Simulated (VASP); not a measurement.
Runs of VASP 6.6.1 on CaO. The structure is that of space group P-3m1 (No. 164), or close to it. The cells are those of the table. 

| cell | gap on the mesh (eV) | largest force (eV/Å) |
| --- | --- | --- |
| a = 3.992, b = 3.992, c = 7.785 Å, angles 90.0, 90.0, 120.0°, 4 atoms | (a) | 0.47 |
| a = 3.992, b = 3.992, c = 5.285 Å, angles 90.0, 90.0, 120.0°, 4 atoms | 2.83 | 0.38 |
| a = 3.992, b = 3.992, c = 6.785 Å, angles 90.0, 90.0, 120.0°, 4 atoms | 2.48 | 0.44 |
| a = 3.992, b = 3.992, c = 5.785 Å, angles 90.0, 90.0, 120.0°, 4 atoms | 2.62 | 0.23 |

Alike in all rows: task single point; level PBEsol; potentials or basis VASP PAW PBE potentials, release 64 (Ca_sv, O); no spin polarisation; k mesh 4 × 4 × 3; cutoff (eV) 520; smearing fermi-dirac 0.1 eV.

Problem. Estimate the missing entries.

Solution. (a) 2.54.

Caveats: all runs use coarse meshes; the PAW data sets were made with another functional, which shifts forces and pressure a little.

A k mesh can miss the band edges.
